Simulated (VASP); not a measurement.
Wanted: the native input for a VASP 6.6.1 run.

```yaml
Task: electric field gradients
Functional: PBEsol
Potentials_or_basis: VASP PAW PBE potentials, release 64 (O)
Cutoff: 520 eV
k_mesh: 10 × 10 × 10
Occupations: fermi-dirac, width 0.02 eV
Spin: no spin polarisation
Dipole_correction: no
Further_INCAR_settings: ALGO = Normal; EDIFF = 1e-08; NBANDS = 13
```

The structure of O lies in POSCAR:

```
O
1.0
    1.4137960563      0.8162555336      3.3854248141
   -1.4137960563      0.8162555336      3.3854248141
    0.0000000000     -1.6325110673      3.3854248141
O
2
Direct
    0.0577000000      0.0577000000      0.0577000000
    0.9423000000      0.9423000000      0.9423000000
```

This cell differs from its parent crystal: volume scaled by 0.98.

These files were run (other wordings do the same):

INCAR

```
  PREC = Accurate
  ENCUT = 520
  EDIFF = 1E-8
  ISMEAR = -1
  SIGMA = 0.02
  LREAL = False
  LASPH = True
  NELM = 80
  ALGO = Normal
  ISIF = 2
  LWAVE = False
  LCHARG = False
  GGA = PS
  LEFG = True
  NBANDS = 13
```

KPOINTS

```
regular mesh
0
Gamma
  10 10 10
```

Potentials or basis: VASP PAW PBE potentials, release 64 (O).

Command:

```bash
$ cat potpaw_PBE.64/O/POTCAR > POTCAR
$ mpirun -np 1 vasp_std > vasp.out
```

It gave:

```yaml
Pressure: 8.4 GPa
Largest_force: 4.763 eV/Å
Band_gap_on_the_k_mesh: zero (band 6 reaches 1.43 eV, above the bottom of band 7 at 0.07 eV)
```

Caveat: the standard files for N, O and F lose accuracy on very short bonds; spin is off for a triplet molecule; without QUAD_EFG the Cq values of the log hold for a quadrupole moment of 1 mb, not for the nuclei; the PAW data sets were made with another functional, which shifts forces and pressure a little.

Wall time 30 s on 1 thread of AMD EPYC 9R14 (Zen 4), on a shared host, peak memory 0.13 GiB.
